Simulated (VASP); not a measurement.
Write the native input for VASP 6.6.1 that does the following.

* Task: single point
* Functional: PBEsol
* Potentials or basis: VASP PAW PBE potentials, release 64 (Sr_sv)
* Cutoff: 520 eV
* k mesh: 14 × 14 × 14
* Occupations: gaussian, width 0.15 eV
* Spin: no spin polarisation
* Dipole correction: no
* Further INCAR settings: ALGO = Normal; EDIFF = 1e-06; NBANDS = 11

The structure of Sr lies in POSCAR:

```
Sr
1.0
   -2.4977500000      2.4977500000      2.4977500000
    2.4977500000     -2.4977500000      2.4977500000
    2.4977500000      2.4977500000     -2.4977500000
Sr
1
Direct
    0.0000000000      0.0000000000      0.0000000000
```

This isn't the form of Sr at room conditions, which is fcc.

This cell differs from its parent crystal: strain +0.030 along x and y, +0.030 along z.

These files were run (other wordings do the same):

INCAR

```
PREC = Accurate
ENCUT = 520
EDIFF = 1E-6
ISMEAR = 0
SIGMA = 0.15
LREAL = F
LASPH = T
NELM = 80
ALGO = Normal
ISIF = 2
LWAVE = F
LCHARG = F
GGA = PS
NBANDS = 11
```

KPOINTS

```
regular mesh
0
Gamma
  14 14 14
```

Potentials or basis: VASP PAW PBE potentials, release 64 (Sr_sv).

Command:

```console
$ cat potpaw_PBE.64/Sr_sv/POTCAR > POTCAR
$ mpirun -np 1 vasp_std > vasp.out
```

Results of the run:

```json
{
 "Pressure": "-1.7 GPa",
 "Band gap on the k mesh": "zero (bands 5 and 6 overlap by 0.22 eV)"
}
```

Caveat: the cell differs from its parent crystal (strain +0.030 along x and y, +0.030 along z); the PAW data sets were made with another functional, which shifts forces and pressure a little.

Run time: 27 s on 1 thread of AMD EPYC 9R45 96-Core Processor (Zen 5), with other jobs on the host, peak memory 0.19 GiB.
